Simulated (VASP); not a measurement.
**AlN: single point with LDA**

Crystal: AlN.

```xyz
8
Lattice="-1.6378 2.8368 0.0000 0.0000 0.0000 4.1006 4.9135 2.8368 0.0000" Properties=species:S:1:pos:R:3 pbc="T T T"
Al    0.2480    1.3952    3.0755
Al    1.6378    4.7280    3.0755
Al    1.6378    0.9456    1.0252
Al    3.2757    3.7824    1.0252
N     0.0000    1.8912    1.0252
N     1.6378    4.7280    1.0252
N     1.6378    0.9456    3.0755
N     3.2757    3.7824    3.0755
```

This cell differs from its parent crystal: atom 1 (Al) moved by +0.248 Å along [1 0 0] and -0.496 Å along [1 2 0].

```
Program                : VASP 6.6.1
Task                   : single point
Functional             : LDA
Potentials or basis    : VASP PAW LDA potentials, release 64 (Al, N)
Cutoff                 : 520 eV
k mesh                 : 8 × 6 × 4
Occupations            : gaussian, width 0.05 eV
Spin                   : no spin polarisation
Dipole correction      : no
Further INCAR settings : ALGO = Normal; EDIFF = 1e-06; NBANDS = 26
```

| Item | Value |
| --- | --- |
| Pressure | 15.3 GPa |
| Largest force | 18.465 eV/Å |
| Band gap on the k mesh | 3.12 eV |

Forces on the atoms (eV/Å):
```
Al  -16.719   7.840   0.000
Al   -0.325  -0.498   0.000
Al    0.998  -0.725   0.000
Al   -0.069   0.337   0.000
N     0.514  -1.211   0.000
N    -0.013  -0.044   0.000
N    14.920  -5.212   0.000
N     0.694  -0.486   0.000
```

Stress tensor (GPa, compression positive):
```
 43.47 -13.17   0.00
-13.17   0.97   0.00
  0.00   0.00   1.32
```

Levels at points of the mesh, in eV from the valence-band top:
| k point | band 12 | band 13 | band 14 | band 15 | band 16 | band 17 | band 18 | band 19 | band 20 | band 21 |
| --- | --- | --- | --- | --- | --- | --- | --- | --- | --- | --- |
| (0.00, 0.00, 0.00) | -2.94 | -1.77 | -1.46 | -1.22 | 0.00 | 3.12 | 3.80 | 4.46 | 6.82 | 6.94 |
| (0.50, 0.00, 0.00) | -3.46 | -3.10 | -2.36 | -2.30 | -1.90 | 5.05 | 5.26 | 6.10 | 6.27 | 7.53 |
| (0.00, 0.50, 0.00) | -2.52 | -2.45 | -1.92 | -1.87 | -1.69 | 4.73 | 4.89 | 5.78 | 5.87 | 8.21 |
| (0.50, 0.50, 0.00) | -4.28 | -1.27 | -1.17 | -0.98 | -0.65 | 5.17 | 5.85 | 6.41 | 6.68 | 8.81 |
| (0.00, 0.00, 0.50) | -3.05 | -1.44 | -1.29 | -1.14 | -1.01 | 4.13 | 4.93 | 5.84 | 6.26 | 7.59 |
| (0.50, 0.00, 0.50) | -3.85 | -3.33 | -2.58 | -1.66 | -1.10 | 3.55 | 4.09 | 6.64 | 7.18 | 7.51 |
| (0.00, 0.50, 0.50) | -2.43 | -2.10 | -1.93 | -1.86 | -1.63 | 4.63 | 4.96 | 5.50 | 5.93 | 8.28 |
| (0.50, 0.50, 0.50) | -2.90 | -2.03 | -1.81 | -1.73 | -1.38 | 4.49 | 4.79 | 5.35 | 5.62 | 9.08 |

Run time: 40 s on 1 thread of Intel(R) Xeon(R) 6975P-C (Granite Rapids) (shared host), peak memory 0.22 GiB.

Caveat: the cell differs from its parent crystal (atom 1 (Al) moved by +0.248 Å along [1 0 0] and -0.496 Å along [1 2 0]); the cell stands under pressure; forces of over 1 eV/Å act on the atoms, so gaps and moduli don't describe the material at rest. A k mesh can miss the band edges.
